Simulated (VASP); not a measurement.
# NaH (Pm-3m) in VASP: notebook, part 2 of 2

VASP 6.6.1. The steps go on from the part before.

## 3. Single point, PBE-based screened hybrid

Contents of POSCAR:

```
NaH
1.0
    2.9323912064      0.0000000000      0.0000000000
    0.0000000000      2.9323912064      0.0000000000
    0.0000000000      0.0000000000      2.9323912064
Na H
1 1
Direct
    0.0000000000      0.0000000000      0.0000000000
    0.5000000000      0.5000000000      0.5000000000
```

Contents of INCAR.step1:

```
PREC = Accurate ; ENCUT = 520
EDIFF = 1E-5 ; ISMEAR = 0
SIGMA = 0.01 ; LREAL = False
LASPH = True ; NELM = 100
ALGO = Normal ; ISIF = 2
LWAVE = True ; LCHARG = False
GGA = PE ; NBANDS = 11
```

Contents of INCAR.step2:

```
PREC = Accurate ; ENCUT = 520
EDIFF = 1E-7 ; ISMEAR = 0
SIGMA = 0.01 ; LREAL = False
LASPH = True ; NELM = 100
ALGO = Normal ; ISIF = 2
LWAVE = False ; LCHARG = False
GGA = PE ; LHFCALC = True
AEXX = 0.75 ; HFSCREEN = 0.3
PRECFOCK = Normal ; ISTART = 1
NBANDS = 11
```

Contents of KPOINTS:

```
Automatic mesh
0
Gamma
  4 4 4
```

Potentials or basis: VASP PAW PBE potentials, release 64 (Na_pv, H).

Command:

```sh
> cat potpaw_PBE.64/Na_pv/POTCAR potpaw_PBE.64/H/POTCAR > POTCAR
> cp INCAR.step1 INCAR
> mpirun -np 1 vasp_std > vasp.out
> cp INCAR.step2 INCAR
> mpirun -np 1 vasp_std > vasp.out
```

It took 51 s on 1 thread of Intel Xeon Platinum 8488C (Sapphire Rapids), shared host; peak memory 0.23 GiB.

It converged, with:

- Free energy: -6.5033 eV
- Pressure: -0.4 GPa
- Band gap on the k mesh: 3.15 eV, indirect (least direct gap 7.49 eV)

Levels at points of the mesh, in eV from the valence-band top:
```tsv
k point	band 1	band 2	band 3	band 4	band 5	band 6	band 7	band 8
(0.00, 0.00, 0.00)	-31.85	-31.85	-31.85	-7.31	12.36	13.97	13.97	15.79
(0.50, 0.00, 0.00)	-32.01	-31.83	-31.83	-4.34	3.15	14.62	17.44	17.98
(0.50, 0.50, 0.00)	-31.98	-31.98	-31.82	-2.22	6.62	6.62	9.77	18.58
(0.50, 0.50, 0.50)	-31.96	-31.96	-31.96	0.00	9.46	9.46	9.46	12.17
```

Caveat: the k points lie up to 0.54 Å⁻¹ apart; the PAW data sets were made with another functional, which shifts forces and pressure a little. A k mesh can miss the band edges.

## 4. Single point, PBE-based screened hybrid

POSCAR is that of step 3.

Contents of INCAR.step1:

```
  PREC = Accurate
  ENCUT = 520
  EDIFF = 1E-5
  ISMEAR = 0
  SIGMA = 0.01
  LREAL = F
  LASPH = T
  NELM = 80
  ALGO = Normal
  ISIF = 2
  LWAVE = T
  NBANDS = 11
  GGA = PE
```

Contents of INCAR.step2:

```
  PREC = Accurate
  ENCUT = 520
  EDIFF = 1E-7
  ISMEAR = 0
  SIGMA = 0.01
  LREAL = F
  LASPH = T
  NELM = 80
  ALGO = Normal
  ISIF = 2
  LWAVE = F
  LCHARG = T
  GGA = PE
  LHFCALC = T
  AEXX = 0.2
  HFSCREEN = 0.1
  PRECFOCK = Normal
  LELF = T
  LVHAR = T
  NBANDS = 11
  ISTART = 1
```

Contents of KPOINTS:

```
regular mesh
0
Gamma
  4 4 4
```

Potentials or basis: VASP PAW PBE potentials, release 64 (Na_pv, H).

Command:

```sh
> cat potpaw_PBE.64/Na_pv/POTCAR potpaw_PBE.64/H/POTCAR > POTCAR
> cp INCAR.step1 INCAR
> mpirun -np 1 vasp_std > vasp.out
> cp INCAR.step2 INCAR
> mpirun -np 1 vasp_std > vasp.out
```

OUTCAR:

```text
PREC = Accurate
   ENCUT = 520
   EDIFF = 1E-7
   ISMEAR = 0
   LREAL = F
   LASPH = T
   NELM = 80
   ISIF = 2
   GGA = PE
   LHFCALC = T
   AEXX = 0.2
   HFSCREEN = 0.1
   PRECFOCK = Normal
   ISTART = 1

 ion  position               nearest neighbor table
   1  0.000  0.000  0.000-
   2  0.500  0.500  0.500-

[... 319 lines left out ...]
      8      11.3282      0.00000
      9      11.3282      0.00000
     10      11.3282      0.00000
     11      18.6722      0.00000

------------------------ aborting loop because EDIFF is reached ----------------------------------------

  FORCE on cell =-STRESS in cart. coord.  units (eV):
  Direction    XX          YY          ZZ          XY          YZ          ZX
  --------------------------------------------------------------------------------------
  -------------------------------------------------------------------------------------
  Total        0.0698389      0.0698389      0.0698389      0.0000000      0.0000000     -0.0000000
  in kB        4.4375375      4.4375375      4.4375375      0.0000000      0.0000000     -0.0000000
  external PRESSURE =       4.4375375 kB  Pullay stress =       0.0000000 kB

 VOLUME and BASIS-vectors are now :
 -----------------------------------------------------------------------------
  energy-cutoff  :      520.00
  volume of cell :       25.22
      direct lattice vectors                 reciprocal lattice vectors
     2.932391206  0.000000000  0.000000000     0.341018619  0.000000000  0.000000000
     0.000000000  2.932391206  0.000000000     0.000000000  0.341018619  0.000000000
     0.000000000  0.000000000  2.932391206     0.000000000  0.000000000  0.341018619

 POSITION                                       TOTAL-FORCE (eV/Angst)
 -----------------------------------------------------------------------------------
      0.00000      0.00000      0.00000         0.000000      0.000000      0.000000
      1.46620      1.46620      1.46620         0.000000      0.000000      0.000000
 -----------------------------------------------------------------------------------
    total drift:                               -0.000000     -0.000000     -0.000000

  FREE ENERGIE OF THE ION-ELECTRON SYSTEM (eV)
  ---------------------------------------------------
  free  energy   TOTEN  =        -5.4295073745 eV

  energy  without entropy=       -5.4295073745  energy(sigma->0) =       -5.42950737
```

OSZICAR.step1:

```text
N       E                     dE             d eps       ncg     rms          rms(c)
DAV:   1     0.373204378871E+02    0.37320E+02   -0.46989E+03   220   0.831E+02
DAV:   2    -0.396887545740E+01   -0.41289E+02   -0.40008E+02   226   0.183E+02
DAV:   3    -0.521683777790E+01   -0.12480E+01   -0.12470E+01   261   0.323E+01
DAV:   4    -0.522332130469E+01   -0.64835E-02   -0.64831E-02   256   0.239E+00
DAV:   5    -0.522337375541E+01   -0.52451E-04   -0.52450E-04   258   0.217E-01    0.316E+00
DAV:   6    -0.485874482162E+01    0.36463E+00   -0.35203E-01   240   0.327E+00    0.151E+00
DAV:   7    -0.473934859091E+01    0.11940E+00   -0.39045E-01   232   0.259E+00    0.372E-01
DAV:   8    -0.474206521202E+01   -0.27166E-02   -0.10112E-02   241   0.111E+00    0.657E-02
DAV:   9    -0.474194571337E+01    0.11950E-03   -0.12255E-03   241   0.383E-01    0.230E-02
DAV:  10    -0.474192755634E+01    0.18157E-04   -0.70438E-05   235   0.545E-02    0.313E-03
DAV:  11    -0.474192849325E+01   -0.93691E-06   -0.11729E-06   140   0.727E-03
   1 F= -.47419285E+01 E0= -.47419285E+01  d E =-.509556E-16
```

Wall time 44 s (1 thread of Intel Xeon Platinum 8488C (Sapphire Rapids), shared host); peak memory 0.23 GiB.

Results:

* Free energy: -5.4295 eV
* Pressure: 0.4 GPa
* Band gap on the k mesh: 1.99 eV, indirect (least direct gap 5.78 eV)

Caveat: the k points lie up to 0.54 Å⁻¹ apart; the PAW data sets were made with another functional, which shifts forces and pressure a little.

## 5. Summary

| share of exact exchange | screening parameter | gap on the mesh (eV) | pressure (GPa) |
| --- | --- | --- | --- |
| 1 | 0.3 1/Å | 3.93 | -0.8 |
| 0.75 | 0.3 1/Å | 3.15 | -0.4 |
| 0.2 | 0.1 1/Å | 1.99 | 0.4 |

Alike in all rows: task single point; level PBE-based screened hybrid; potentials or basis VASP PAW PBE potentials, release 64 (Na_pv, H); no spin polarisation; cell as given; k mesh 4 × 4 × 4; cutoff (eV) 520; smearing gaussian 0.01 eV.

Caveats: all runs use coarse meshes; the PAW data sets were made with another functional, which shifts forces and pressure a little.

Total energies depend on the potentials used, so only differences within one code and one set of settings carry meaning.
